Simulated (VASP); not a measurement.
# SrCl2 (Fm-3m) in VASP: a series of runs

The runs below take SrCl2 through single point, with PBEsol, LDA, PBE.

Program: VASP 6.6.1. These are calculated values, not measurements. Logs are shortened: lines on timing, memory, paths and dates and some standing lists are left out, and cuts for length are marked.

### 1 The cell of the first run

The structure is cubic, space group Fm-3m (No. 225). Conventional cell: a = 7.041 Å, b = 7.041 Å, c = 7.041 Å, α = 90.00°, β = 90.00°, γ = 90.00°. Within 4.0 Å of Sr (site symmetry m-3m) lie 8 Cl at 3.05 Å. Cl (site symmetry -43m) has 4 Sr at 3.05 Å and 6 Cl at 3.52 Å within 4.0 Å.

### 2 Single point, PBEsol

INCAR

```
PREC = Accurate
ENCUT = 520
EDIFF = 1E-7
ISMEAR = 0
SIGMA = 0.05
LREAL = False
LASPH = True
NELM = 100
ALGO = Normal
ISIF = 2
LWAVE = False
LCHARG = False
GGA = PS
NBANDS = 19
```

KPOINTS

```
regular mesh
0
Gamma
  8 8 8
```

POSCAR

```
SrCl2
1.0
    0.0000000000      3.5206059550      3.5206059550
    3.5206059550      0.0000000000      3.5206059550
    3.5206059550      3.5206059550      0.0000000000
Sr Cl
1 2
Direct
    0.0000000000      0.0000000000      0.0000000000
    0.2500000000      0.2500000000      0.2500000000
    0.7500000000      0.7500000000      0.7500000000
```

Potentials or basis: VASP PAW PBE potentials, release 64 (Sr_sv, Cl).

Run with:

```sh
cat potpaw_PBE.64/Sr_sv/POTCAR potpaw_PBE.64/Cl/POTCAR > POTCAR
mpirun -np 1 vasp_std > vasp.out
```

OUTCAR:

```text
PREC = Accurate
   ENCUT = 520
   EDIFF = 1E-7
   ISMEAR = 0
   LREAL = False
   LASPH = True
   NELM = 100
   ISIF = 2
   GGA = PS

 ion  position               nearest neighbor table
   1  0.000  0.000  0.000-   3 3.05   3 3.05   3 3.05   2 3.05   2 3.05   2 3.05   3 3.05   2 3.05

   2  0.250  0.250  0.250-   1 3.05   1 3.05   1 3.05   1 3.05
   3  0.750  0.750  0.750-   1 3.05   1 3.05   1 3.05   1 3.05

  LATTYP: Found a face centered cubic cell.
 ALAT       =     7.0412119100

  Lattice vectors:

 A1 = (   0.0000000000,   3.5206059550,   3.5206059550)
 A2 = (   3.5206059550,   0.0000000000,   3.5206059550)
 A3 = (   3.5206059550,   3.5206059550,   0.0000000000)

Analysis of symmetry for initial positions (statically):
=====================================================================
 Subroutine PRICEL returns:
 Original cell was already a primitive cell.

 Routine SETGRP: Setting up the symmetry group for a
 face centered cubic supercell.

 Subroutine GETGRP returns: Found 48 space group operations
 (whereof 48 operations were pure point group operations)
 out of a pool of 48 trial point group operations.

The static configuration has the point symmetry O_h .

Analysis of symmetry for dynamics (positions and initial velocities):
=====================================================================
 Subroutine PRICEL returns:
 Original cell was already a primitive cell.

 Routine SETGRP: Setting up the symmetry group for a
 face centered cubic supercell.

 Subroutine GETGRP returns: Found 48 space group operations
 (whereof 48 operations were pure point group operations)
 out of a pool of 48 trial point group operations.

The dynamic configuration has the point symmetry O_h .

 Subroutine INISYM returns: Found 48 space group operations
 (whereof 48 operations are pure point group operations),
 and found     1 'primitive' translations

----------------------------------------------------------------------------------------

                                     Primitive cell

  volume of cell :      87.2735

  direct lattice vectors                    reciprocal lattice vectors
     0.000000000  3.520605955  3.520605955    -0.142021006  0.142021006  0.142021006
     3.520605955  0.000000000  3.520605955     0.142021006 -0.142021006  0.142021006
     3.520605955  3.520605955  0.000000000     0.142021006  0.142021006 -0.142021006

  length of vectors
     4.978888689  4.978888689  4.978888689     0.245987598  0.245987598  0.245987598

  position of ions in fractional coordinates (direct lattice)
     0.000000000  0.000000000  0.000000000
     0.250000000  0.250000000  0.250000000
     0.750000000  0.750000000  0.750000000

  ion indices of the primitive-cell ions
   primitive index   ion index
                 1           1
                 2           2
                 3           3

----------------------------------------------------------------------------------------

 KPOINTS: regular mesh

Automatic generation of k-mesh.
 Grid dimensions read from file:
 generate k-points for:    8    8    8

 Generating k-lattice:

  Cartesian coordinates                     Fractional coordinates (reciprocal lattice)
    -0.017752626  0.017752626  0.017752626     0.125000000  0.000000000  0.000000000
     0.017752626 -0.017752626  0.017752626     0.000000000  0.125000000  0.000000000
     0.017752626  0.017752626 -0.017752626     0.000000000  0.000000000  0.125000000

  Length of vectors
     0.030748450  0.030748450  0.030748450

  Shift w.r.t. Gamma in fractional coordinates (k-lattice)
     0.000000000  0.000000000  0.000000000

 Subroutine IBZKPT returns following result:
 ===========================================

 Found     29 irreducible k-points:

 Following reciprocal coordinates:
            Coordinates               Weight
  0.000000  0.000000  0.000000      1.000000
  0.125000  0.000000  0.000000      8.000000
  0.250000  0.000000  0.000000      8.000000
  0.375000  0.000000  0.000000      8.000000
  0.500000  0.000000  0.000000      4.000000
  0.125000  0.125000  0.000000      6.000000
[... 16 lines left out ...]
  0.500000  0.250000  0.125000     48.000000
 -0.375000  0.250000  0.125000     24.000000
 [... further k-points ...]
   k-points           NKPTS =     29   k-points in BZ     NKDIM =     29   number of bands    NBANDS=     19
   number of dos      NEDOS =    301   number of ions     NIONS =      3
   total plane-waves  NPLWV =  64000
   dimension x,y,z NGX =    40 NGY =   40 NGZ =   40
   dimension x,y,z NGXF=    80 NGYF=   80 NGZF=   80
   ions per type =               1   2
   NGX,Y,Z   is equivalent  to a cutoff of  13.36, 13.36, 13.36 a.u.
   NGXF,Y,Z  is equivalent  to a cutoff of  26.71, 26.71, 26.71 a.u.
 SYSTEM =  unknown system
   PREC   = accura    normal or accurate (medium, high low for compatibility)
   ISTART =      0    job   : 0-new  1-cont  2-samecut
   ICHARG =      2    charge: 1-file 2-atom 10-const
   ISPIN  =      1    spin polarized calculation?
   LNONCOLLINEAR =      F non collinear calculations
   LSORBIT =      F    spin-orbit coupling
   LASPH  =      T    aspherical Exc in radial PAW
   ENCUT  =  520.0 eV  38.22 Ry    6.18 a.u.   9.26  9.26  9.26*2*pi/ulx,y,z
   NELM   =    100;   NELMIN=  2; NELMDL= -5     # of ELM steps
   EDIFF  = 0.1E-06   stopping-criterion for ELM
   LREAL  =      F    real-space projection
   EDIFFG = 0.1E-05   stopping-criterion for IOM
   NSW    =      0    number of steps for IOM
   IBRION =     -1    ionic relax: 0-MD 1-quasi-New 2-CG
   NFREE  =      0    steps in history (QN), initial steepest desc. (CG)
   ISIF   =      2    stress and relaxation
   ISYM   =      2    0-nonsym 1-usesym 2-fastsym
   POTIM  = 0.5000    time-step for ionic-motion
   TEBEG  =    0.0;   TEEND  =   0.0 temperature during run
   PSTRESS=    0.0 pullay stress
   NELECT =      24.0000    total number of electrons
   NUPDOWN=      -1.0000    fix difference up-down
   EMIN   =  10.00;   EMAX   =-10.00  energy-range for DOS
   EFERMI =   0.00;   METHOD = LEGACY
   ISMEAR =     0;   SIGMA  =   0.05  broadening in eV -4-tet -1-fermi 0-gaus
   EFERMI_NEDOS =   21; number of points for ismear=-14 and -15
   IALGO  =     38    algorithm
   IMIX   =      4    mixing-type and parameters
     AMIX     =   0.40;   BMIX     =  1.00
     AMIX_MAG =   1.60;   BMIX_MAG =  1.00
  volume/ion in A,a.u.               =      29.09       196.32
  Fermi-wavevector in a.u.,A,eV,Ry     =   1.064595  2.011793 15.420338  1.133363
  Thomas-Fermi vector in A             =   2.200119
   LORBIT       =      0    0 simple, 1 ext, 2 COOP (PROOUT), +10 PAW based schemes
   GGA     = PS    functional components
   LHFCALC =     F    Hartree Fock is set to
   AEXX    =    0.0000 exact exchange contribution
   IVDW    =     0    specifies the selected vdW correction
   LEPSILON=     F    determine dielectric tensor
   LRPA    =     F    only Hartree local field effects (RPA)
 non-spin polarized calculation
 Gauss-broadening in eV      SIGMA  =   0.05
  energy-cutoff  :      520.00
  volume of cell :       87.27
 maximum number of plane-waves:      2397
 NGX is ok and might be reduce to    40
   NGX = 19   NGY = 19   NGZ = 19

 number of electron      23.9999999 magnetization

 Free energy of the ion-electron system (eV)
  ---------------------------------------------------
  ext. energy  EPLUGINS =         0.00000000
  ---------------------------------------------------
  free energy    TOTEN  =       -13.31698548 eV

  energy without entropy =      -13.31698548  energy(sigma->0) =      -13.31698548

 E-fermi :   0.1388     XC(G=0):  -8.3684

 val. band max:       -0.0941557245   @ k =   0.5000   0.5000   0.0000
 cond. band min:       4.9397055296   @ k =   0.0000   0.0000   0.0000
 fundamental gap:      5.0338612541
 Fermi energy:         0.1388437875

 k-point     1 :       0.0000    0.0000    0.0000
  band No.  band energies     occupation
      1     -32.9856      2.00000
      2     -14.9890      2.00000
      3     -14.9890      2.00000
      4     -14.9890      2.00000
      5     -13.3058      2.00000
      6     -12.4940      2.00000
[... 11 lines left out ...]
     18       8.7387      0.00000
     19       9.0188      0.00000

 k-point     2 :       0.1250    0.0000    0.0000
  band No.  band energies     occupation
      1     -32.9852      2.00000
      2     -15.0345      2.00000
      3     -14.9909      2.00000
      4     -14.9909      2.00000
      5     -13.2244      2.00000
      6     -12.5267      2.00000
[... 11 lines left out ...]
     18       8.5476      0.00000
     19       9.3432      0.00000

 k-point     3 :       0.2500    0.0000    0.0000
  band No.  band energies     occupation
      1     -32.9842      2.00000
      2     -15.1294      2.00000
      3     -14.9953      2.00000
      4     -14.9953      2.00000
      5     -13.0529      2.00000
      6     -12.5914      2.00000
[... 11 lines left out ...]
     18       8.3616      0.00000
     19       9.2603      0.00000

 k-point     4 :       0.3750    0.0000    0.0000
  band No.  band energies     occupation
      1     -32.9833      2.00000
      2     -15.2092      2.00000
      3     -14.9997      2.00000
      4     -14.9997      2.00000
      5     -12.9403      2.00000
      6     -12.6069      2.00000
[... 407 lines left out ...]
     18       8.2754      0.00000
     19       9.1946      0.00000

 k-point    23 :       0.5000    0.2500    0.1250
  band No.  band energies     occupation
      1     -32.9827      2.00000
      2     -15.1964      2.00000
      3     -15.0659      2.00000
      4     -15.0060      2.00000
      5     -12.8112      2.00000
      6     -12.6638      2.00000
[... 11 lines left out ...]
     18       8.3027      0.00000
     19       9.3079      0.00000

 k-point    24 :      -0.3750    0.2500    0.1250
  band No.  band energies     occupation
      1     -32.9824      2.00000
      2     -15.2033      2.00000
      3     -15.0859      2.00000
      4     -15.0082      2.00000
      5     -12.8026      2.00000
      6     -12.6369      2.00000
[... 11 lines left out ...]
     18       8.5313      0.00000
     19       9.0716      0.00000

 [... further k-points ...]

------------------------ aborting loop because EDIFF is reached ----------------------------------------

  FORCE on cell =-STRESS in cart. coord.  units (eV):
  Direction    XX          YY          ZZ          XY          YZ          ZX
  --------------------------------------------------------------------------------------
  -------------------------------------------------------------------------------------
  Total       -0.9857788     -0.9857788     -0.9857788      0.0000000      0.0000000     -0.0000000
  in kB      -18.0970507    -18.0970507    -18.0970507      0.0000000      0.0000000     -0.0000000
  external PRESSURE =     -18.0970507 kB  Pullay stress =       0.0000000 kB

 VOLUME and BASIS-vectors are now :
 -----------------------------------------------------------------------------
  energy-cutoff  :      520.00
  volume of cell :       87.27
      direct lattice vectors                 reciprocal lattice vectors
     0.000000000  3.520605955  3.520605955    -0.142021006  0.142021006  0.142021006
     3.520605955  0.000000000  3.520605955     0.142021006 -0.142021006  0.142021006
     3.520605955  3.520605955  0.000000000     0.142021006  0.142021006 -0.142021006

 POSITION                                       TOTAL-FORCE (eV/Angst)
 -----------------------------------------------------------------------------------
      0.00000      0.00000      0.00000         0.000000      0.000000     -0.000000
      1.76030      1.76030      1.76030         0.000000      0.000000      0.000000
      5.28091      5.28091      5.28091        -0.000000     -0.000000     -0.000000
 -----------------------------------------------------------------------------------
    total drift:                               -0.000000     -0.000000      0.000000

  FREE ENERGIE OF THE ION-ELECTRON SYSTEM (eV)
  ---------------------------------------------------
  free  energy   TOTEN  =       -13.3169854813 eV

  energy  without entropy=      -13.3169854813  energy(sigma->0) =      -13.31698548
```

Run time: 50 s. Hardware: 1 thread of Intel Xeon Platinum 8259CL at 2.50GHz (Skylake/Cascade Lake), shared host; peak memory 0.25 GiB.

Results:

- Free energy: -13.3170 eV
- Pressure: -1.8 GPa
- Band gap on the k mesh: 5.03 eV, indirect (least direct gap 5.37 eV)

Levels at points of the mesh, in eV from the valence-band top:
```tsv
k point	band 8	band 9	band 10	band 11	band 12	band 13	band 14	band 15	band 16	band 17
(0.00, 0.00, 0.00)	-2.07	-2.07	-0.33	-0.33	-0.33	5.03	5.99	5.99	8.83	8.83
(0.50, 0.00, 0.00)	-1.53	-1.49	-1.30	-1.03	-1.03	6.59	6.59	7.32	7.67	8.42
(0.50, 0.50, 0.00)	-1.85	-1.85	-0.39	-0.39	0.00	5.38	6.85	7.45	7.86	7.86
```

Caveat: the PAW data sets were made with another functional, which shifts forces and pressure a little.

### 3 Single point, LDA

INCAR

```
PREC = Accurate
ENCUT = 520
EDIFF = 1E-6
ISMEAR = 0
SIGMA = 0.05
LREAL = False
LASPH = True
NELM = 60
ALGO = Normal
ISIF = 2
LWAVE = False
LCHARG = False
GGA = CA
NBANDS = 19
```

KPOINTS

```
Automatic mesh
0
Gamma
  8 8 8
```

POSCAR is that of step 2.

Potentials or basis: VASP PAW LDA potentials, release 64 (Sr_sv, Cl).

Run with:

```sh
cat potpaw_LDA.64/Sr_sv/POTCAR potpaw_LDA.64/Cl/POTCAR > POTCAR
mpirun -np 1 vasp_std > vasp.out
```

OUTCAR:

```text
PREC = Accurate
   ENCUT = 520
   EDIFF = 1E-6
   ISMEAR = 0
   LREAL = False
   LASPH = True
   NELM = 60
   ISIF = 2
   GGA = CA

 ion  position               nearest neighbor table
   1  0.000  0.000  0.000-   3 3.05   3 3.05   3 3.05   2 3.05   2 3.05   2 3.05   3 3.05   2 3.05

   2  0.250  0.250  0.250-   1 3.05   1 3.05   1 3.05   1 3.05
   3  0.750  0.750  0.750-   1 3.05   1 3.05   1 3.05   1 3.05

  LATTYP: Found a face centered cubic cell.
 ALAT       =     7.0412119100

  Lattice vectors:

 A1 = (   0.0000000000,   3.5206059550,   3.5206059550)
 A2 = (   3.5206059550,   0.0000000000,   3.5206059550)
 A3 = (   3.5206059550,   3.5206059550,   0.0000000000)

Analysis of symmetry for initial positions (statically):
=====================================================================
 Subroutine PRICEL returns:
 Original cell was already a primitive cell.

 Routine SETGRP: Setting up the symmetry group for a
 face centered cubic supercell.

 Subroutine GETGRP returns: Found 48 space group operations
 (whereof 48 operations were pure point group operations)
 out of a pool of 48 trial point group operations.

The static configuration has the point symmetry O_h .

Analysis of symmetry for dynamics (positions and initial velocities):
=====================================================================
 Subroutine PRICEL returns:
 Original cell was already a primitive cell.

 Routine SETGRP: Setting up the symmetry group for a
 face centered cubic supercell.

 Subroutine GETGRP returns: Found 48 space group operations
 (whereof 48 operations were pure point group operations)
 out of a pool of 48 trial point group operations.

The dynamic configuration has the point symmetry O_h .

 Subroutine INISYM returns: Found 48 space group operations
 (whereof 48 operations are pure point group operations),
 and found     1 'primitive' translations

[... 107 lines left out ...]
   NELECT =      24.0000    total number of electrons
   NUPDOWN=      -1.0000    fix difference up-down
   EMIN   =  10.00;   EMAX   =-10.00  energy-range for DOS
   EFERMI =   0.00;   METHOD = LEGACY
   ISMEAR =     0;   SIGMA  =   0.05  broadening in eV -4-tet -1-fermi 0-gaus
   EFERMI_NEDOS =   21; number of points for ismear=-14 and -15
   IALGO  =     38    algorithm
   IMIX   =      4    mixing-type and parameters
     AMIX     =   0.40;   BMIX     =  1.00
     AMIX_MAG =   1.60;   BMIX_MAG =  1.00
  volume/ion in A,a.u.               =      29.09       196.32
  Fermi-wavevector in a.u.,A,eV,Ry     =   1.064595  2.011793 15.420338  1.133363
  Thomas-Fermi vector in A             =   2.200119
   LORBIT       =      0    0 simple, 1 ext, 2 COOP (PROOUT), +10 PAW based schemes
   GGA     = CA    functional components
   LHFCALC =     F    Hartree Fock is set to
   AEXX    =    0.0000 exact exchange contribution
   IVDW    =     0    specifies the selected vdW correction
   LEPSILON=     F    determine dielectric tensor
   LRPA    =     F    only Hartree local field effects (RPA)
 non-spin polarized calculation
 Gauss-broadening in eV      SIGMA  =   0.05
  energy-cutoff  :      520.00
  volume of cell :       87.27
 maximum number of plane-waves:      2397
 NGX is ok and might be reduce to    40
   NGX = 19   NGY = 19   NGZ = 19

 number of electron      23.9999996 magnetization

 Free energy of the ion-electron system (eV)
  ---------------------------------------------------
  ext. energy  EPLUGINS =         0.00000000
  ---------------------------------------------------
  free energy    TOTEN  =       -13.97973351 eV

  energy without entropy =      -13.97973351  energy(sigma->0) =      -13.97973351

 E-fermi :   0.0221     XC(G=0):  -8.6832

 val. band max:       -0.2195442540   @ k =   0.5000   0.5000   0.0000
 cond. band min:       4.5641280785   @ k =   0.0000   0.0000   0.0000
 fundamental gap:      4.7836723325
 Fermi energy:         0.0221106084

 k-point     1 :       0.0000    0.0000    0.0000
  band No.  band energies     occupation
      1     -33.0024      2.00000
      2     -15.0907      2.00000
      3     -15.0907      2.00000
      4     -15.0907      2.00000
      5     -13.3708      2.00000
      6     -12.5442      2.00000
[... 505 lines left out ...]
      6     -12.6909      2.00000
[... 11 lines left out ...]
     18       8.2168      0.00000
     19       8.7419      0.00000

 [... further k-points ...]
[... 5 lines left out ...]
  --------------------------------------------------------------------------------------
  -------------------------------------------------------------------------------------
  Total       -1.9259521     -1.9259521     -1.9259521      0.0000000      0.0000000     -0.0000000
  in kB      -35.3568695    -35.3568695    -35.3568695      0.0000000      0.0000000     -0.0000000
  external PRESSURE =     -35.3568695 kB  Pullay stress =       0.0000000 kB

 VOLUME and BASIS-vectors are now :
 -----------------------------------------------------------------------------
  energy-cutoff  :      520.00
  volume of cell :       87.27
      direct lattice vectors                 reciprocal lattice vectors
     0.000000000  3.520605955  3.520605955    -0.142021006  0.142021006  0.142021006
     3.520605955  0.000000000  3.520605955     0.142021006 -0.142021006  0.142021006
     3.520605955  3.520605955  0.000000000     0.142021006  0.142021006 -0.142021006

 POSITION                                       TOTAL-FORCE (eV/Angst)
 -----------------------------------------------------------------------------------
      0.00000      0.00000      0.00000         0.000000      0.000000      0.000000
      1.76030      1.76030      1.76030        -0.000000     -0.000000     -0.000000
      5.28091      5.28091      5.28091         0.000000      0.000000      0.000000
 -----------------------------------------------------------------------------------
    total drift:                               -0.000000     -0.000000      0.000000

  FREE ENERGIE OF THE ION-ELECTRON SYSTEM (eV)
  ---------------------------------------------------
  free  energy   TOTEN  =       -13.9797335126 eV

  energy  without entropy=      -13.9797335126  energy(sigma->0) =      -13.97973351
```

stdout:

```text
POSCAR found type information on POSCAR SrCl
 POSCAR found :  2 types and       3 ions
 scaLAPACK will be used
 LDA part: xc-table for (Slater(with rela. corr.)+CA(PZ))
 , standard interpolation
 POSCAR, INCAR and KPOINTS ok, starting setup
 FFT: planning ... GRIDC
 FFT: planning ... GRID_SOFT
 FFT: planning ... GRID
 WAVECAR not read
 entering main loop
```

It took 40 s on 1 thread of Intel Xeon Platinum 8259CL at 2.50GHz (Skylake/Cascade Lake), shared host; peak memory 0.21 GiB.

What came out:

* Free energy: -13.9797 eV
* Pressure: -3.5 GPa
* Band gap on the k mesh: 4.78 eV, indirect (least direct gap 5.12 eV)

Levels at points of the mesh, in eV from the valence-band top:
```tsv
k point	band 8	band 9	band 10	band 11	band 12	band 13	band 14	band 15	band 16	band 17
(0.00, 0.00, 0.00)	-2.10	-2.10	-0.34	-0.34	-0.34	4.78	5.83	5.83	8.65	8.65
(0.50, 0.00, 0.00)	-1.55	-1.52	-1.32	-1.04	-1.04	6.42	6.42	7.20	7.40	8.23
(0.50, 0.50, 0.00)	-1.87	-1.87	-0.40	-0.40	0.00	5.16	6.73	7.29	7.76	7.76
```

A k mesh can miss the band edges. LDA gaps usually lie below the measured ones, often by a third to a half.

[end of part 1 of 2]
